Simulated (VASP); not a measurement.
Input of a VASP 6.6.1 run:

The input INCAR:

```
SYSTEM = H
ALGO = Normal
EDIFF = 1E-6
ENCUT = 520
GGA = PE
ISIF = 2
ISMEAR = 0
LASPH = .True.
LCHARG = .False.
LREAL = .False.
LWAVE = .False.
NBANDS = 6
NELM = 80
PREC = Accurate
SIGMA = 0.05
```

The input KPOINTS:

```
k-points
0
Gamma
  14 14 34
  0 0 0
```

The input POSCAR:

```
H
1.0
    2.6677622679      0.0000000000      0.0000000000
    0.0000000000      2.5226945469      0.1059855496
    0.0000000000      0.0392197168      0.9850031874
H
1
Direct
    0.0000000000      0.0000000000      0.5000000000
```

Potentials or basis: VASP PAW PBE potentials, release 64 (H).

Run with:

```bash
$ cat potpaw_PBE.64/H/POTCAR > POTCAR
$ mpirun -np 1 vasp_std > vasp.out
```

Task: What does it give for the pressure?

Result: 1.2 GPa.

Stress tensor (GPa, compression positive):
```
 1.12  0.00  0.00
 0.00  2.54 -0.19
 0.00 -0.19 -0.08
```

Caveat: the cell differs from its parent crystal (strained).
